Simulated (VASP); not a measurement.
Set up this calculation in VASP 6.6.1, as the native input.

- Task: single point
- Functional: PBE
- Potentials or basis: VASP PAW PBE potentials, release 64 (Mg, Zn, O)
- Cutoff: 520 eV
- k mesh: 4 × 4 × 4
- Occupations: gaussian, width 0.2 eV
- Spin: no spin polarisation
- Dipole correction: no
- Further INCAR settings: ALGO = Normal; EDIFF = 1e-06; NBANDS = 37

The structure of MgZn4O lies in POSCAR:

```
MgZn4O
1.0
    0.0000000000      3.6137211127      3.6137211127
    3.6137211127      0.0000000000      3.6137211127
    3.6137211127      3.6137211127      0.0000000000
Mg Zn O
1 4 1
Direct
    0.2500000000      0.2500000000      0.2500000000
    0.1249574943      0.6250141686      0.6250141686
    0.6250141686      0.6250141686      0.6250141686
    0.6250141686      0.1249574943      0.6250141686
    0.6250141686      0.6250141686      0.1249574943
    0.0000000000      0.0000000000      0.0000000000
```

One way to write it, as run:

INCAR

```
SYSTEM = MgZn4O
PREC = Accurate
ENCUT = 520
EDIFF = 1E-6
ISMEAR = 0
SIGMA = 0.2
LREAL = .False.
LASPH = .True.
NELM = 80
ALGO = Normal
ISIF = 2
LWAVE = .False.
LCHARG = .True.
GGA = PE
LELF = .True.
LVHAR = .True.
NBANDS = 37
```

KPOINTS

```
regular mesh
0
Gamma
  4 4 4
  0 0 0
```

Potentials or basis: VASP PAW PBE potentials, release 64 (Mg, Zn, O).

Command:

```console
$ cat potpaw_PBE.64/Mg/POTCAR potpaw_PBE.64/Zn/POTCAR potpaw_PBE.64/O/POTCAR > POTCAR
$ mpirun -np 1 vasp_std > vasp.out
```

Results of the run:

```
Pressure               : 0.2 GPa
Band gap on the k mesh : zero (band 28 reaches 2.48 eV, above the bottom of band 29 at 1.83 eV)
```

Caveat: the k points lie up to 0.38 Å⁻¹ apart.

Run time: 29 s on 1 thread of AMD EPYC 9R45 (Zen 5), with other jobs on the host, peak memory 0.21 GiB.
